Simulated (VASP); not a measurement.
Input of a VASP 6.6.1 run:

File INCAR:

```
PREC     = Accurate       # precision mode
ENCUT    = 600            # plane-wave cutoff, eV
EDIFF    = 1E-6           # SCF threshold, eV
ISMEAR   = 0              # smearing method
SIGMA    = 0.2            # smearing width, eV
LREAL    = F              # projectors in reciprocal space
LASPH    = T              # aspherical terms in the spheres
NELM     = 200            # most SCF steps
ALGO     = Normal         # electronic algorithm
ISIF     = 2              # what is computed and relaxed
LWAVE    = F              # write WAVECAR
LCHARG   = T              # write CHGCAR
GGA      = PE             # functional
LELF     = T              # ELF
LVHAR    = T            
NBANDS   = 48             # bands
GGA_COMPAT= F            
LMAXMIX  = 6              # l up to which the mixer works
```

File KPOINTS:

```
regular mesh
0
Gamma
  6 6 1
```

The input POSCAR:

```
DyMgF
1.0
    3.4910338943      0.0000000000      0.0000000000
    0.0000000000      3.4910338943      0.0000000000
    0.0000000000      0.0000000000     20.6878513732
Dy Mg F
4 4 4
Direct
    0.0000000000      0.5000000000      0.1889054395
    0.0000000000      0.5000000000      0.6889054395
    0.5000000000      0.0000000000      0.3110945605
    0.5000000000      0.0000000000      0.8110945605
    1.0000000000      0.5000000000      0.4420895703
    1.0000000000      0.5000000000      0.9420895703
    0.5000000000      0.0000000000      0.0579104297
    0.5000000000      0.0000000000      0.5579104297
    0.0000000000      0.0000000000      0.0000000000
    0.0000000000      0.0000000000      0.5000000000
    0.5000000000      0.5000000000      0.0000000000
    0.5000000000      0.5000000000      0.5000000000
```

Potentials or basis: VASP PAW PBE potentials, release 64 (Dy_3, Mg, F), 4f in core.

Run with:

```bash
$ cat potpaw_PBE.64/Dy_3/POTCAR potpaw_PBE.64/Mg/POTCAR potpaw_PBE.64/F/POTCAR > POTCAR
$ mpirun -np 1 vasp_std > vasp.out
```

Problem. What does it give for the largest force?

Solution. 0.044 eV/Å.

Problem. What does it give for the band gap on the k mesh?

Solution. Zero (bands 36 and 37 overlap by 0.52 eV).

Problem. What does it give for the pressure?

Solution. -0.2 GPa.

Stress tensor (GPa, compression positive):
```
-0.25  0.00  0.00
 0.00 -0.25  0.00
 0.00  0.00 -0.06
```

Caveat: spin-orbit coupling is left out, which moves the levels of the heavy elements; the 4f electrons are frozen in the core, so they carry no moment and show no levels; the run has no spin polarisation, though such a crystal can be magnetic. Spin polarisation is off, so any magnetic state and its effect on volume and gap are missing.
